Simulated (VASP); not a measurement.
# GaP (R-3m) in VASP: a series of runs

Runs on GaP. Level: PBE. Tasks: single point.

Program: VASP 6.6.1. These are calculated values, not measurements. Logs are shortened: lines on timing, memory, paths and dates and some standing lists are left out, and cuts for length are marked.

### 1 The cell of the first run

It takes space group R-3m (No. 166, trigonal). The conventional cell has a = 3.816 Å, b = 3.816 Å, c = 16.809 Å, α = 90.00°, β = 90.00°, γ = 120.00°. Ga (site symmetry 3m) has 1 Ga at 2.17 Å and 3 P at 2.33 Å within 2.9 Å. Within 2.6 Å of P (site symmetry 3m) lie 1 P at 1.93 Å and 3 Ga at 2.33 Å.

### 2 Single point, PBE (17.66 Å³/atom)

INCAR

```
PREC = Accurate ; ENCUT = 520
EDIFF = 1E-6 ; ISMEAR = 0
SIGMA = 0.05 ; LREAL = F
LASPH = T ; NELM = 60
ALGO = Normal ; ISIF = 2
LWAVE = F ; LCHARG = F
GGA = PE ; NBANDS = 26
```

KPOINTS

```
Automatic mesh
0
Gamma
  9 9 9
```

POSCAR

```
GaP
1.0
    1.9079036617      1.1015286926      5.6030042800
   -1.9079036617      1.1015286926      5.6030042800
    0.0000000000     -2.2030573853      5.6030042800
Ga P
2 2
Direct
    0.4355841032      0.4355841032      0.4355841032
    0.5644158968      0.5644158968      0.5644158968
    0.0575077006      0.0575077006      0.0575077006
    0.9424922994      0.9424922994      0.9424922994
```

Potentials or basis: VASP PAW PBE potentials, release 64 (Ga_d, P).

Launch:

```sh
cat potpaw_PBE.64/Ga_d/POTCAR potpaw_PBE.64/P/POTCAR > POTCAR
mpirun -np 1 vasp_std > vasp.out
```

OUTCAR:

```text
PREC = Accurate
   ENCUT = 520
   EDIFF = 1E-6
   ISMEAR = 0
   LREAL = F
   LASPH = T
   NELM = 60
   ISIF = 2
   GGA = PE

 ion  position               nearest neighbor table
   1  0.436  0.436  0.436-   2 2.17   3 2.33   3 2.33   3 2.33
   2  0.564  0.564  0.564-   1 2.17   4 2.33   4 2.33   4 2.33
   3  0.058  0.058  0.058-   4 1.93   1 2.33   1 2.33   1 2.33
   4  0.942  0.942  0.942-   3 1.93   2 2.33   2 2.33   2 2.33

  LATTYP: Found a trigonal (rhomboedric) cell.
 ALAT       =     6.0205580144
 COS(alpha) =     0.7991511324

  Lattice vectors:

 A1 = (   1.9079036617,   1.1015286926,   5.6030042800)
 A2 = (  -1.9079036617,   1.1015286926,   5.6030042800)
 A3 = (   0.0000000000,  -2.2030573853,   5.6030042800)

Analysis of symmetry for initial positions (statically):
=====================================================================
 Subroutine PRICEL returns:
 Original cell was already a primitive cell.

 Routine SETGRP: Setting up the symmetry group for a
 trigonal (rhombohedral) supercell.

 Subroutine GETGRP returns: Found 12 space group operations
 (whereof 12 operations were pure point group operations)
 out of a pool of 12 trial point group operations.

The static configuration has the point symmetry D_3d.

Analysis of symmetry for dynamics (positions and initial velocities):
=====================================================================
 Subroutine PRICEL returns:
 Original cell was already a primitive cell.

 Routine SETGRP: Setting up the symmetry group for a
 trigonal (rhombohedral) supercell.

 Subroutine GETGRP returns: Found 12 space group operations
 (whereof 12 operations were pure point group operations)
 out of a pool of 12 trial point group operations.

The dynamic configuration has the point symmetry D_3d.

 Subroutine INISYM returns: Found 12 space group operations
 (whereof 12 operations are pure point group operations),
 and found     1 'primitive' translations

----------------------------------------------------------------------------------------

                                     Primitive cell

  volume of cell :      70.6520

  direct lattice vectors                    reciprocal lattice vectors
     1.907903662  1.101528693  5.603004280     0.262067740  0.151304880  0.059491893
    -1.907903662  1.101528693  5.603004280    -0.262067740  0.151304880  0.059491893
     0.000000000 -2.203057385  5.603004280     0.000000000 -0.302609760  0.059491893

  length of vectors
     6.020558014  6.020558014  6.020558014     0.308402257  0.308402257  0.308402257

  position of ions in fractional coordinates (direct lattice)
     0.435584103  0.435584103  0.435584103
     0.564415897  0.564415897  0.564415897
     0.057507701  0.057507701  0.057507701
     0.942492299  0.942492299  0.942492299

  ion indices of the primitive-cell ions
   primitive index   ion index
                 1           1
                 2           2
                 3           3
                 4           4

----------------------------------------------------------------------------------------

 KPOINTS: Automatic mesh

Automatic generation of k-mesh.
 Grid dimensions read from file:
 generate k-points for:    9    9    9

 Generating k-lattice:

  Cartesian coordinates                     Fractional coordinates (reciprocal lattice)
     0.029118638  0.016811653  0.006610210     0.111111111 -0.000000000  0.000000000
    -0.029118638  0.016811653  0.006610210    -0.000000000  0.111111111  0.000000000
     0.000000000 -0.033623307  0.006610210     0.000000000  0.000000000  0.111111111

  Length of vectors
     0.034266917  0.034266917  0.034266917

  Shift w.r.t. Gamma in fractional coordinates (k-lattice)
     0.000000000  0.000000000  0.000000000

 Subroutine IBZKPT returns following result:
 ===========================================

 Found     85 irreducible k-points:

 Following reciprocal coordinates:
            Coordinates               Weight
  0.000000  0.000000  0.000000      1.000000
  0.111111 -0.000000  0.000000      6.000000
  0.222222 -0.000000  0.000000      6.000000
  0.333333  0.000000  0.000000      6.000000
  0.444444 -0.000000  0.000000      6.000000
  0.111111  0.111111  0.000000      6.000000
[... 16 lines left out ...]
 -0.333333  0.333333  0.000000      6.000000
  0.444444  0.444444  0.000000      6.000000
 [... further k-points ...]
   k-points           NKPTS =     85   k-points in BZ     NKDIM =     85   number of bands    NBANDS=     26
   number of dos      NEDOS =    301   number of ions     NIONS =      4
   total plane-waves  NPLWV = 110592
   dimension x,y,z NGX =    48 NGY =   48 NGZ =   48
   dimension x,y,z NGXF=    96 NGYF=   96 NGZF=   96
   ions per type =               2   2
   NGX,Y,Z   is equivalent  to a cutoff of  13.25, 13.25, 13.25 a.u.
   NGXF,Y,Z  is equivalent  to a cutoff of  26.51, 26.51, 26.51 a.u.
 SYSTEM =  unknown system
   PREC   = accura    normal or accurate (medium, high low for compatibility)
   ISTART =      0    job   : 0-new  1-cont  2-samecut
   ICHARG =      2    charge: 1-file 2-atom 10-const
   ISPIN  =      1    spin polarized calculation?
   LNONCOLLINEAR =      F non collinear calculations
   LSORBIT =      F    spin-orbit coupling
   LASPH  =      T    aspherical Exc in radial PAW
   ENCUT  =  520.0 eV  38.22 Ry    6.18 a.u.  11.19 11.19 11.19*2*pi/ulx,y,z
   NELM   =     60;   NELMIN=  2; NELMDL= -5     # of ELM steps
   EDIFF  = 0.1E-05   stopping-criterion for ELM
   LREAL  =      F    real-space projection
   EDIFFG = 0.1E-04   stopping-criterion for IOM
   NSW    =      0    number of steps for IOM
   IBRION =     -1    ionic relax: 0-MD 1-quasi-New 2-CG
   NFREE  =      0    steps in history (QN), initial steepest desc. (CG)
   ISIF   =      2    stress and relaxation
   ISYM   =      2    0-nonsym 1-usesym 2-fastsym
   POTIM  = 0.5000    time-step for ionic-motion
   TEBEG  =    0.0;   TEEND  =   0.0 temperature during run
   PSTRESS=    0.0 pullay stress
   NELECT =      36.0000    total number of electrons
   NUPDOWN=      -1.0000    fix difference up-down
   EMIN   =  10.00;   EMAX   =-10.00  energy-range for DOS
   EFERMI =   0.00;   METHOD = LEGACY
   ISMEAR =     0;   SIGMA  =   0.05  broadening in eV -4-tet -1-fermi 0-gaus
   EFERMI_NEDOS =   21; number of points for ismear=-14 and -15
   IALGO  =     38    algorithm
   IMIX   =      4    mixing-type and parameters
     AMIX     =   0.40;   BMIX     =  1.00
     AMIX_MAG =   1.60;   BMIX_MAG =  1.00
  volume/ion in A,a.u.               =      17.66       119.20
  Fermi-wavevector in a.u.,A,eV,Ry     =   1.307578  2.470964 23.262690  1.709759
  Thomas-Fermi vector in A             =   2.438303
   LORBIT       =      0    0 simple, 1 ext, 2 COOP (PROOUT), +10 PAW based schemes
   GGA     = PE    functional components
   LHFCALC =     F    Hartree Fock is set to
   AEXX    =    0.0000 exact exchange contribution
   IVDW    =     0    specifies the selected vdW correction
   LEPSILON=     F    determine dielectric tensor
   LRPA    =     F    only Hartree local field effects (RPA)
 non-spin polarized calculation
 Gauss-broadening in eV      SIGMA  =   0.05
  energy-cutoff  :      520.00
  volume of cell :       70.65
 maximum number of plane-waves:      1919
 NGX is ok and might be reduce to    48
   NGX = 23   NGY = 23   NGZ = 23

 number of electron      36.0000007 magnetization

 Free energy of the ion-electron system (eV)
  ---------------------------------------------------
  ext. energy  EPLUGINS =         0.00000000
  ---------------------------------------------------
  free energy    TOTEN  =       -16.26019408 eV

  energy without entropy =      -16.26019408  energy(sigma->0) =      -16.26019408

 E-fermi :   6.7272     XC(G=0): -10.4528

 val. band max:        6.4601372753   @ k =   0.0000   0.0000   0.0000
 cond. band min:       6.9471575144   @ k =   0.2222   0.2222   0.2222
 fundamental gap:      0.4870202391
 Fermi energy:         6.7272408326

 k-point     1 :       0.0000    0.0000    0.0000
  band No.  band energies     occupation
      1      -8.8878      2.00000
      2      -8.5649      2.00000
      3      -8.5649      2.00000
      4      -8.4426      2.00000
      5      -8.4426      2.00000
      6      -8.3593      2.00000
[... 18 lines left out ...]
     25      11.4382      0.00000
     26      14.3490      0.00000

 k-point     2 :       0.1111   -0.0000    0.0000
  band No.  band energies     occupation
      1      -8.8830      2.00000
      2      -8.6221      2.00000
      3      -8.5647      2.00000
      4      -8.4517      2.00000
      5      -8.4359      2.00000
      6      -8.3991      2.00000
[... 18 lines left out ...]
     25      11.6351      0.00000
     26      14.7259      0.00000

 k-point     3 :       0.2222   -0.0000    0.0000
  band No.  band energies     occupation
      1      -8.8722      2.00000
      2      -8.6947      2.00000
      3      -8.5642      2.00000
      4      -8.4726      2.00000
      5      -8.4187      2.00000
      6      -8.4159      2.00000
[... 18 lines left out ...]
     25      12.1869      0.00000
     26      14.2011      0.00000

 k-point     4 :       0.3333    0.0000    0.0000
  band No.  band energies     occupation
      1      -8.8614      2.00000
      2      -8.7426      2.00000
      3      -8.5639      2.00000
      4      -8.4938      2.00000
      5      -8.4286      2.00000
      6      -8.3991      2.00000
[... 18 lines left out ...]
     25      13.3448      0.00000
     26      14.7243      0.00000
[... 496 lines left out ...]
      1      -8.8505      2.00000
      2      -8.7275      2.00000
      3      -8.5942      2.00000
      4      -8.5424      2.00000
      5      -8.4399      2.00000
      6      -8.3526      2.00000
[... 18 lines left out ...]
     25      14.1605      0.00000
     26      15.4649      0.00000

 k-point    23 :      -0.3333    0.3333    0.0000
  band No.  band energies     occupation
      1      -8.8485      2.00000
      2      -8.7446      2.00000
      3      -8.5906      2.00000
      4      -8.5150      2.00000
      5      -8.4624      2.00000
      6      -8.3397      2.00000
[... 18 lines left out ...]
     25      14.4599      0.00000
     26      14.6161      0.00000

 k-point    24 :       0.4444    0.4444    0.0000
  band No.  band energies     occupation
      1      -8.8544      2.00000
      2      -8.7003      2.00000
      3      -8.5986      2.00000
      4      -8.5794      2.00000
      5      -8.4011      2.00000
      6      -8.3832      2.00000
[... 18 lines left out ...]
     25      15.1743      0.00000
     26      16.0903      0.00000

 [... further k-points ...]

------------------------ aborting loop because EDIFF is reached ----------------------------------------

  FORCE on cell =-STRESS in cart. coord.  units (eV):
  Direction    XX          YY          ZZ          XY          YZ          ZX
  --------------------------------------------------------------------------------------
  -------------------------------------------------------------------------------------
  Total        3.2078657      3.2078657     23.4414168      0.0000000     -0.0000000      0.0000000
  in kB       72.7448579     72.7448579    531.5816488      0.0000000     -0.0000000      0.0000000
  external PRESSURE =     225.6904548 kB  Pullay stress =       0.0000000 kB

 VOLUME and BASIS-vectors are now :
 -----------------------------------------------------------------------------
  energy-cutoff  :      520.00
  volume of cell :       70.65
      direct lattice vectors                 reciprocal lattice vectors
     1.907903662  1.101528693  5.603004280     0.262067740  0.151304880  0.059491893
    -1.907903662  1.101528693  5.603004280    -0.262067740  0.151304880  0.059491893
     0.000000000 -2.203057385  5.603004280     0.000000000 -0.302609760  0.059491893

 POSITION                                       TOTAL-FORCE (eV/Angst)
 -----------------------------------------------------------------------------------
      0.00000     -0.00000      7.32174         0.000000      0.000000     -1.919444
      0.00000     -0.00000      9.48727         0.000000     -0.000000      1.919444
      0.00000     -0.00000      0.96665         0.000000     -0.000000      4.460356
      0.00000     -0.00000     15.84237         0.000000      0.000000     -4.460356
 -----------------------------------------------------------------------------------
    total drift:                               -0.000000      0.000000      0.000000

  FREE ENERGIE OF THE ION-ELECTRON SYSTEM (eV)
  ---------------------------------------------------
  free  energy   TOTEN  =       -16.2601940820 eV

  energy  without entropy=      -16.2601940820  energy(sigma->0) =      -16.26019408
```

Run time: 3.7 min. Hardware: 1 thread of Intel Xeon Platinum 8488C (Sapphire Rapids), shared host; peak memory 0.39 GiB.

What came out:

| Quantity | Value |
| --- | --- |
| Free energy | -16.2602 eV |
| Pressure | 22.6 GPa |
| Largest force | 4.460 eV/Å |
| Band gap on the k mesh | 0.49 eV (least direct gap 0.55 eV) |

Forces in eV/Å, atoms in the order of the input:
```
Ga   0.000  0.000 -1.919
Ga   0.000  0.000  1.919
P    0.000  0.000  4.460
P    0.000  0.000 -4.460
```

Levels at points of the mesh, in eV from the valence-band top:
```
           k point  band 16  band 17  band 18  band 19  band 20  band 21
(0.00, 0.00, 0.00)    -0.10     0.00     0.00     0.55     2.50     3.09
```

Caveat: the cell stands under pressure; an odd mesh through Γ misses points on the zone boundary, where band edges can lie; forces of over 1 eV/Å act on the atoms, so gaps and moduli don't describe the material at rest.

### 3 Single point, PBE (17.66 Å³/atom)

INCAR

```
SYSTEM = GaP
  PREC = Accurate
  ENCUT = 520
  EDIFF = 1E-7
  ISMEAR = 0
  SIGMA = 0.05
  LREAL = .FALSE.
  LASPH = .TRUE.
  NELM = 60
  ALGO = Normal
  ISIF = 2
  LWAVE = .FALSE.
  LCHARG = .FALSE.
  GGA = PE
  NBANDS = 26
```

KPOINTS

```
Automatic mesh
0
G
  9 9 9
  0 0 0
```

POSCAR

```
GaP
1.0
    1.8574635155      1.0724070607      5.9114395535
   -1.8574635155      1.0724070607      5.9114395535
    0.0000000000     -2.1448141214      5.9114395535
Ga P
2 2
Direct
    0.4355841032      0.4355841032      0.4355841032
    0.5644158968      0.5644158968      0.5644158968
    0.0575077006      0.0575077006      0.0575077006
    0.9424922994      0.9424922994      0.9424922994
```

Potentials or basis: VASP PAW PBE potentials, release 64 (Ga_d, P).

Launch:

```sh
cat potpaw_PBE.64/Ga_d/POTCAR potpaw_PBE.64/P/POTCAR > POTCAR
mpirun -np 1 vasp_std > vasp.out
```

It took 3.5 min on 1 thread of Intel Xeon Platinum 8488C (Sapphire Rapids), shared host; peak memory 0.39 GiB.

The run converged. Its results:

* Free energy: -16.9788 eV
* Pressure: 19.0 GPa
* Largest force: 1.555 eV/Å
* Band gap on the k mesh: 0.77 eV (least direct gap 1.16 eV)

Forces on the atoms (eV/Å):
```
Ga   0.000  0.000 -0.368
Ga   0.000  0.000  0.368
P    0.000  0.000  1.555
P    0.000  0.000 -1.555
```

Stress tensor (GPa, compression positive):
```
13.69  0.00  0.00
 0.00 13.69  0.00
 0.00  0.00 29.52
```

Levels at points of the mesh, in eV from the valence-band top:
| k point | band 16 | band 17 | band 18 | band 19 | band 20 | band 21 |
| --- | --- | --- | --- | --- | --- | --- |
| (0.00, 0.00, 0.00) | -0.20 | 0.00 | 0.00 | 1.16 | 2.96 | 3.44 |

Caveat: the cell stands under pressure; an odd mesh through Γ misses points on the zone boundary, where band edges can lie; forces of over 1 eV/Å act on the atoms, so gaps and moduli don't describe the material at rest.

### 4 Single point, PBE (17.66 Å³/atom)

INCAR

```
SYSTEM = GaP
PREC = Accurate
ENCUT = 520
EDIFF = 1E-7
ISMEAR = 0
SIGMA = 0.05
LREAL = .FALSE.
LASPH = .TRUE.
NELM = 100
ALGO = Normal
ISIF = 2
LWAVE = .FALSE.
LCHARG = .TRUE.
GGA = PE
LELF = .TRUE.
LVHAR = .TRUE.
NBANDS = 26
```

KPOINTS

```
regular mesh
0
G
  9 9 9
  0 0 0
```

POSCAR

```
GaP
1.0
    1.8083521736      1.0440526142      6.2368860900
   -1.8083521736      1.0440526142      6.2368860900
    0.0000000000     -2.0881052285      6.2368860900
Ga P
2 2
Direct
    0.4355841032      0.4355841032      0.4355841032
    0.5644158968      0.5644158968      0.5644158968
    0.0575077006      0.0575077006      0.0575077006
    0.9424922994      0.9424922994      0.9424922994
```

Launch:

```sh
cat potpaw_PBE.64/Ga_d/POTCAR potpaw_PBE.64/P/POTCAR > POTCAR
mpirun -np 1 vasp_std > vasp.out
```

Wall time 4.5 min (1 thread of Intel Xeon Platinum 8488C (Sapphire Rapids), shared host); peak memory 0.41 GiB.

It converged, with:

| Quantity | Value |
| --- | --- |
| Free energy | -17.0492 eV |
| Pressure | 18.0 GPa |
| Largest force | 0.696 eV/Å |
| Band gap on the k mesh | 0.54 eV (least direct gap 1.60 eV) |

Forces in eV/Å, atoms in the order of the input:
```
Ga   0.000  0.000  0.696
Ga   0.000  0.000 -0.696
P    0.000  0.000 -0.377
P    0.000  0.000  0.377
```

Stress tensor (GPa, compression positive):
```
21.01  0.00  0.00
 0.00 21.01  0.00
 0.00  0.00 11.96
```

Levels at points of the mesh, in eV from the valence-band top:
```tsv
k point	band 15	band 16	band 17	band 18	band 19	band 20	band 21	band 22
(0.00, 0.00, 0.00)	-1.92	-0.51	0.00	0.00	1.75	1.83	3.56	3.84
```

Caveat: the cell stands under pressure; an odd mesh through Γ misses points on the zone boundary, where band edges can lie.

### 5 Summary

| cell | gap on the mesh (eV) | pressure (GPa) | largest force (eV/Å) |
| --- | --- | --- | --- |
| a = 6.021 Å, angles 37.0°, 4 atoms | 0.49 | 22.6 | 4.46 |
| a = 6.289 Å, angles 34.4°, 4 atoms | 0.77 | 19.0 | 1.56 |
| a = 6.577 Å, angles 31.9°, 4 atoms | 0.54 | 18.0 | 0.70 |

Alike in all rows: task single point; level PBE; potentials or basis VASP PAW PBE potentials, release 64 (Ga_d, P); no spin polarisation; k mesh 9 × 9 × 9; cutoff (eV) 520; smearing gaussian 0.05 eV.

Caveats: the cell stands under pressure; an odd mesh through Γ misses points on the zone boundary, where band edges can lie; forces of over 1 eV/Å act on the atoms, so gaps and moduli don't describe the material at rest (at least some runs).

Total energies depend on the potentials used, so only differences within one code and one set of settings carry meaning.
